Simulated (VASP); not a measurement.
Runs of VASP 6.6.1 on BaNb. The structure is that of space group P-6m2 (No. 187), or close to it. The cells are those of the table. 

```csv
task,cell,k mesh,cutoff (eV),gap on the mesh (eV),pressure (GPa),relaxed volume (Å³/atom)
single point,"a = 3.260, b = 3.260, c = 5.892 Å, angles 90.0, 90.0, 120.0°, 2 atoms",18 × 18 × 10,520,none,(a),-
single point,"a = 3.245, b = 3.245, c = 5.935 Å, angles 90.0, 90.0, 120.0°, 2 atoms",6 × 6 × 4,520,none,1.4,-
single point,"a = 3.854, b = 3.854, c = 3.759 Å, angles 90.0, 90.0, 120.0°, 2 atoms",6 × 6 × 6,520,none,13.1,-
relaxation of cell and atoms,"relaxed from a = 3.245, b = 3.245, c = 5.935 Å, angles 90.0, 90.0, 120.0°, 2 atoms",18 × 18 × 10,600,none,0.0,(b)
relaxation of cell and atoms,"relaxed from a = 3.854, b = 3.854, c = 3.759 Å, angles 90.0, 90.0, 120.0°, 2 atoms",6 × 6 × 4,600,none,0.0,27.57
```

Alike in all rows: level PBE; potentials or basis VASP PAW PBE potentials, release 64 (Ba_sv, Nb_sv); no spin polarisation; smearing gaussian 0.1 eV.

Task: Estimate the missing entries.

Result: (a) 1.6; (b) 27.93.

Caveats: some runs use coarse meshes; spin-orbit coupling is left out, which moves the levels of the heavy elements; the stress differs along the axes, from 10 to 19 GPa (at least some runs); a cell axis changed by over 15 % at a fixed basis, so the end point is rough (at least some runs).

A k mesh can miss the band edges, and the runs leave out spin-orbit coupling on Ba, Nb.

A gap of «none» marks levels without a gap at the run's occupations.
